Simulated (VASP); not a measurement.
Sn: single point with PBE+D3(BJ)

The system is Sn.

```
Sn
1.0
    -2.92970    2.92970    1.58538
     2.92970   -2.92970    1.58538
     2.92970    2.92970   -1.58538
Sn
2
Direct
  0.00000 0.00000 0.00000
  0.75000 0.25000 0.50000
```

```json
{"Program": "VASP 6.6.1", "Task": "single point", "Functional": "PBE", "Dispersion": "D3(BJ)", "Potentials or basis": "VASP PAW PBE potentials, release 64 (Sn_d)", "Cutoff": "520 eV", "k mesh": "9 × 9 × 9", "Occupations": "fermi-dirac, width 0.05 eV", "Spin": "no spin polarisation", "Dipole correction": "no", "Further INCAR settings": "ALGO = Normal; EDIFF = 1e-06; NBANDS = 21"}
```

```
Pressure                   : -0.1 GPa
Band gap on the k mesh     : zero (band 14 reaches 9.16 eV, above the bottom of band 15 at 5.15 eV)
Dispersion energy per atom : -0.388 eV
```

Levels at points of the mesh, in eV from the Fermi level:
```csv
k point,band 11,band 12,band 13,band 14,band 15,band 16,band 17,band 18
"(0.00, 0.00, 0.00)",-11.13,-3.73,-2.01,-2.01,2.94,6.14,6.14,6.91
```

It took 2.3 min on 1 thread of Intel(R) Xeon(R) Platinum 8259CL CPU @ 2.50GHz (Skylake/Cascade Lake) (shared host), peak memory 0.24 GiB.

Caveat: spin-orbit coupling is left out, which moves the levels of the heavy elements; pairwise dispersion overbinds metals, which lowers pressure and volume.
